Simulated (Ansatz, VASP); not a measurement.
**One calculation of CaO, two programs**

INCAR

```
SYSTEM = CaO
PREC     = Accurate       ! precision mode
ENCUT    = 600            ! plane-wave cutoff, eV
EDIFF    = 1E-6           ! SCF threshold, eV
ISMEAR   = 0              ! smearing method
SIGMA    = 0.1            ! smearing width, eV
LREAL    = .FALSE.        ! projectors in reciprocal space
LASPH    = .TRUE.         ! aspherical terms in the spheres
NELM     = 200            ! most SCF steps
ALGO     = Normal         ! electronic algorithm
ISIF     = 2              ! what is computed and relaxed
LWAVE    = .FALSE.        ! write WAVECAR
LCHARG   = .FALSE.        ! write CHGCAR
ISPIN    = 2              ! spin polarisation
MAGMOM   = 0 0            ! initial moments
LORBIT   = 11             ! projections on sites
LDAU     = .TRUE.         ! DFT+U
LDAUTYPE = 2            
LDAUL    = -1 1           ! shell
LDAUU    = 0 6.1          ! U, eV
LDAUJ    = 0 0          
LDAUPRINT= 1            
GGA      = PE             ! functional
NBANDS   = 19             ! bands
GGA_COMPAT= .FALSE.
```

KPOINTS

```
Automatic mesh
0
G
  4 4 4
  0 0 0
```

Contents of POSCAR:

```
CaO
1.0
    0.0000000000      2.4035556960      2.4035556960
    2.4035556960      0.0000000000      2.4035556960
    2.4035556960      2.4035556960      0.0000000000
Ca O
1 1
Direct
    0.0000000000      0.0000000000      0.0000000000
    0.5000000000      0.5000000000      0.5000000000
```

Input for Ansatz:

```yaml
crystal:
  lattice:
    - [0.0, 2.403555696, 2.403555696]
    - [2.403555696, 0.0, 2.403555696]
    - [2.403555696, 2.403555696, 0.0]
  atoms:
    - { symbol: Ca, position: [0.0, 0.0, 0.0] }
    - { symbol: O, position: [0.5, 0.5, 0.5] }
basis:
  ecutwfc: "16 Ha"
kpoints:
  mp_grid: { grid: [4, 4, 4] }
  band_path: { path: [VBM, CBM], npoints: 5 }
hamiltonian:
  xc: pbe
  hubbard: { sites: [{ species: O, l: p, u_eff: 6.1 }], projectors: atomic }
scf:
  occupations: { method: gaussian, width: 0.1 }
  algorithm: density_mixing
  max_iter: 30
  convergence: { dr2_threshold: "1e-6 eV" }
output:
  forces: true
  stress: true
  eigenvalues: true
magnetization:
  spin_polarized: true
```

Alike in both runs: task single point; functional PBE; k mesh 4 × 4 × 4; occupations gaussian, width 0.1 eV; collinear spin; Hubbard terms O p U = 6.1 eV.

|  | VASP | Ansatz |
| --- | --- | --- |
| version | VASP 6.6.1 | Ansatz 0.2.0 |
| potentials or method | VASP PAW PBE potentials, release 64 (Ca_sv, O), cutoff 600 eV | scalar-relativistic, plane waves, PAW |
| valence electrons in the cell | 16 | 16 |

Ansatz gave:

* gap on the k mesh at the Fermi level (eV): 5.37
* least direct gap on the mesh (eV): 5.84
* pressure (GPa): 0.3

Question: Which values does VASP return?

Answer: gap on the k mesh at the Fermi level (eV): 3.76; least direct gap on the mesh (eV): 4.13; pressure (GPa): 0.8.

The programs project onto different local orbitals, so the same U acts differently, and such runs can settle in different states. Ansatz's warnings: force scf threshold loose, no starting moments, stress scf threshold loose.

The k mesh is coarse, so the values compare programs but aren't converged.
